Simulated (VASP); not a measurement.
ZnO, 4 atoms in the cell. It takes space group P6_3mc (No. 186, hexagonal). The conventional cell has a = 3.252 Å, b = 3.252 Å, c = 5.250 Å, α = 90.00°, β = 90.00°, γ = 120.00°. Within 2.6 Å of Zn (site symmetry 3m) lie 4 O at 1.98 to 1.99 Å. Within 2.6 Å of O (site symmetry 3m) lie 4 Zn at 1.98 to 1.99 Å. 

| Item | Value |
| --- | --- |
| Program | VASP 6.6.1 |
| Task | single point |
| Functional | PBE |
| Dispersion | D4 |
| Potentials or basis | VASP PAW PBE potentials, release 64 (Zn, O_h) |
| Cutoff | 1340 eV |
| k mesh | 6 × 6 × 4 |
| Occupations | gaussian, width 0.01 eV |
| Spin | no spin polarisation |
| Dipole correction | no |
| Further INCAR settings | ALGO = Normal; EDIFF = 1e-06; NBANDS = 26 |

Potentials or basis: VASP PAW PBE potentials, release 64 (Zn, O_h).

Command:

```sh
$ cat potpaw_PBE.64/Zn/POTCAR potpaw_PBE.64/O_h/POTCAR > POTCAR
$ mpirun -np 1 vasp_std > vasp.out
```

Hardware: 1 thread of Intel(R) Xeon(R) Platinum 8259CL CPU @ 2.50GHz (Skylake/Cascade Lake) (shared host).

Q: How long does it take, and how much memory?

A: Run time: 2.3 min on 1 thread of Intel(R) Xeon(R) Platinum 8259CL CPU @ 2.50GHz (Skylake/Cascade Lake), on a shared host, peak memory 0.35 GiB. Counts: scf iterations 15, k points 21.
